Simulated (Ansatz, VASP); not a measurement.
Ge5P in VASP and in Ansatz

```
CELL_PARAMETERS angstrom
5.18917 0.00000 0.00000
-2.59459 4.49396 0.00000
0.00000 0.00000 4.78104
ATOMIC_POSITIONS crystal
Ge 0.67481 0.00000 0.00000
Ge 0.00000 0.67481 0.00000
Ge 0.32519 0.32519 0.00000
Ge 0.33333 0.66667 0.50000
Ge 0.66667 0.33333 0.50000
P 0.00000 0.00000 0.50000
```

Change from the starting cell: species swapped into the Sr5Mg type (P-62m, No. 189).

Alike in both runs: functional PBE; k mesh 6 × 6 × 4; occupations gaussian, width 0.1 eV; no spin polarisation.

Ansatz relaxed the structure, and its values are those at the end. VASP's run is a single point on that final structure, the one shown.

|  | VASP | Ansatz |
| --- | --- | --- |
| version | VASP 6.6.1 | Ansatz 0.2.0 |
| potentials or method | VASP PAW PBE potentials, release 64 (Ge_d, P), cutoff 520 eV | scalar-relativistic, plane waves, PAW |
| valence electrons in the cell | 75 | 75 |

VASP gave:

* gap on the k mesh at the Fermi level (eV): none
* pressure (GPa): -0.1
* rms of the force components (eV/Å): 0.016

Which values does Ansatz return?

gap on the k mesh at the Fermi level (eV): none; pressure (GPa): -0.1; rms of the force components (eV/Å): 0.015.

A gap of «none» marks a metal or a gap that the smearing closes. The functional is the same, so the differences come from potentials, cutoffs and numerics.
